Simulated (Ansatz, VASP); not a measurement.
## NiO: VASP beside Ansatz

```
Ni O
1.0
     0.00000    2.09131    2.09131
     2.09131    0.00000    2.09131
     2.09131    2.09131    0.00000
Ni O
1 1
Direct
  0.00000 0.00000 0.00000
  0.50000 0.50000 0.50000
```

Alike in both runs: task electric field gradients; functional PBE; k mesh 15 × 15 × 15; occupations fermi-dirac, width 0.03 eV; collinear spin.

|  | VASP | Ansatz |
| --- | --- | --- |
| version | VASP 6.6.1 | Ansatz 0.2.0 |
| potentials or method | VASP PAW PBE potentials, release 64 (Ni, O) | PAW with Ansatz's default frozen-core files, scalar-relativistic |
| plane-wave cutoff (eV) | 520 | 420 |
| valence electrons in the cell | 16 | 24 |

|  | VASP | Ansatz | Ansatz less VASP |
| --- | --- | --- | --- |
| pressure (GPa) | 3.8 | 4.2 | +0.37 |
| net moment per atom (μB) | 0.86 | 0.87 | +0.016 |
| size of the moment on the site where the two differ most (μB) | 0.26 | 0.28 | +0.021 |

Site moments also hang on the region over which each program counts them. The functional is the same, so the differences come from potentials, cutoffs and numerics. VASP's potentials hold 16 valence electrons a cell and Ansatz's 24, so a difference there can come from the potentials and not from the codes.
